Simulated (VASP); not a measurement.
Ag, 8 atoms in the cell. It takes space group P-3m1 (No. 164, trigonal). The conventional cell has a = 2.867 Å, b = 2.867 Å, c = 18.738 Å, α = 90.00°, β = 90.00°, γ = 120.00°. Within 3.8 Å of Ag (site symmetry 3m) lie 12 Ag at 2.87 Å. Ag (site symmetry 3m) has 12 Ag at 2.87 Å within 3.8 Å. Within 3.8 Å of Ag (site symmetry 3m) lie 12 Ag at 2.87 Å. Ag (site symmetry 3m) has 12 Ag at 2.86 to 2.87 Å within 3.8 Å. 

- Program: VASP 6.6.1
- Task: single point
- Functional: PBEsol
- Potentials or basis: VASP PAW PBE potentials, release 64 (Ag)
- Cutoff: 520 eV
- k mesh: 18 × 18 × 3
- Occupations: gaussian, width 0.1 eV
- Spin: no spin polarisation
- Dipole correction: no
- Further INCAR settings: ALGO = Fast; EDIFF = 1e-06; NBANDS = 54

Potentials or basis: VASP PAW PBE potentials, release 64 (Ag).

Run with:

```console
$ cat potpaw_PBE.64/Ag/POTCAR > POTCAR
$ mpirun -np 1 vasp_std > vasp.out
```

Hardware: 1 thread of Intel(R) Xeon(R) 6975P-C (Granite Rapids), on a shared host.

Q: Estimate the wall time of this run.

A: It took 5.1 min on 1 thread of Intel(R) Xeon(R) 6975P-C (Granite Rapids), on a shared host, peak memory 0.6 GiB. Counts: scf iterations 14, k points 101.
